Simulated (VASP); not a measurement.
Wanted: the native input for a VASP 6.6.1 run.

```
Task                   : relaxation of cell and atoms
Functional             : PBE
Potentials or basis    : VASP PAW PBE potentials, release 64 (Mg, S)
Cutoff                 : 600 eV
k mesh                 : 7 × 7 × 7
Occupations            : gaussian, width 0.01 eV
Spin                   : no spin polarisation
Dipole correction      : no
Further INCAR settings : ALGO = Normal; EDIFF = 1e-07; IBRION = 2; EDIFFG = -0.01; NSW = 80; ISIF = 3
```

The structure of MgS (Niningerite) lies in POSCAR:

```
MgS
1.0
    0.0000000000      2.6016500000      2.6016500000
    2.6016500000      0.0000000000      2.6016500000
    2.6016500000      2.6016500000      0.0000000000
Mg S
1 1
Direct
    0.0000000000      0.0000000000      0.0000000000
    0.5000000000      0.5000000000      0.5000000000
```

These files were run (other wordings do the same):

INCAR

```
PREC = Accurate ; ENCUT = 600
EDIFF = 1E-7 ; ISMEAR = 0
SIGMA = 0.01 ; LREAL = F
LASPH = T ; NELM = 80
ALGO = Normal ; ISIF = 3
LWAVE = F ; LCHARG = F
GGA = PE ; IBRION = 2
NSW = 80 ; EDIFFG = -0.01
```

KPOINTS

```
Automatic mesh
0
Gamma
  7 7 7
```

Potentials or basis: VASP PAW PBE potentials, release 64 (Mg, S).

The run is started by

```console
$ cat potpaw_PBE.64/Mg/POTCAR potpaw_PBE.64/S/POTCAR > POTCAR
$ mpirun -np 1 vasp_std > vasp.out
```

Results of the run:

```yaml
Relaxed_volume: 17.82 Å³/atom
Relaxed_cell: a = 3.694 Å, b = 3.694 Å, c = 3.694 Å, α = 60.00°, β = 60.00°, γ = 60.00°
Space_group_after_relaxing_to_0.05_Å: Fm-3m (No. 225)
Energy_gained_by_relaxing: 0.6 meV/atom
Ionic_steps: 3
Pressure_after_relaxing: 0.0 GPa
Band_gap_on_the_k_mesh: 2.96 eV, indirect (least direct gap 3.62 eV)
```

Wall time 11 s on 1 thread of Intel(R) Xeon(R) Platinum 8559C (Emerald Rapids) (shared host), peak memory 0.17 GiB.
